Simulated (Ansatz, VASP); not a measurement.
# SrTiO3 in VASP and in Ansatz

```
Sr Ti O
1.0
     3.86653    0.00000    0.00000
     0.00000    3.86653    0.00000
     0.00000    0.00000    3.86653
Sr Ti O
1 1 3
Cartesian
  1.9333 1.9333 1.9333
  0.0000 0.0000 0.0000
  1.9333 0.0000 0.0000
  0.0000 1.9333 0.0000
  0.0000 0.0000 1.9333
```

Alike in both runs: task single point; functional PBE; k mesh 8 × 8 × 8; occupations gaussian, width 0.02 eV; no spin polarisation; Hubbard terms Ti d U = 4.0 eV.

|  | VASP | Ansatz |
| --- | --- | --- |
| version | VASP 6.6.1 | Ansatz 0.2.0 |
| potentials or method | VASP PAW PBE potentials, release 64 (Sr_sv, Ti_sv, O), cutoff 520 eV | scalar-relativistic, plane waves, PAW |
| valence electrons in the cell | 40 | 40 |

|  | VASP | Ansatz | Ansatz less VASP |
| --- | --- | --- | --- |
| gap on the k mesh at the Fermi level (eV) | 2.45 | 2.44 | -0.003 |
| least direct gap on the mesh (eV) | 2.85 | 2.84 | -0.012 |
| pressure (GPa) | 15.2 | 11.9 | -3.30 |

The programs project onto different local orbitals, so the same U acts differently, and such runs can settle in different states.
